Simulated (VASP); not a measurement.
LiH:

```
CELL_PARAMETERS angstrom
0.00000 2.03675 2.03675
2.03675 0.00000 2.03675
2.03675 2.03675 0.00000
ATOMIC_POSITIONS crystal
Li 0.00000 0.00000 0.00000
H 0.50000 0.50000 0.50000
```

```yaml
Program: VASP 6.6.1
Task: relaxation of cell and atoms
Functional: PBEsol
Dispersion: D3(BJ)
Potentials_or_basis: VASP PAW PBE potentials, release 64 (Li_sv, H)
Cutoff: 600 eV
k_mesh: 11 × 11 × 11
Occupations: fermi-dirac, width 0.05 eV
Spin: no spin polarisation
```

At the start: pressure -4.9 GPa; volume 8.45 Å³/atom.

Q: How do energy, volume and symmetry change on relaxing?

A: Over 4 steps the energy falls by 20.7 meV/atom and the volume is 7.23 Å³/atom (-14.5 %); space group Fm-3m (No. 225, to 0.05 Å).

The path:
| step | energy change (eV) | largest force (eV/Å) | pressure (GPa) | volume (Å³) |
| --- | --- | --- | --- | --- |
| 1 | 0.0000 | 0.0000 | -4.94 | 16.90 |
| 2 | -0.0175 | 0.0000 | -3.97 | 16.27 |
| 3 | -0.0396 | 0.0000 | -1.22 | 14.95 |
| 4 | -0.0413 | 0.0000 | 0.15 | 14.45 |

Final structure:
```
Li H
1.0
     0.00000    1.93334    1.93334
     1.93334    0.00000    1.93334
     1.93334    1.93334    0.00000
Li H
1 1
Direct
  0.00000 0.00000 0.00000
  0.50000 0.50000 0.50000
```

Caveat: the cutoff is under 1.25 times the usual one of these potentials, so pressure, stress and relaxed cells hold a basis-set (Pulay) error; the PAW data sets were made with another functional, which shifts forces and pressure a little; the volume moved by -14 % from the deposited cell, more than functionals usually miss.
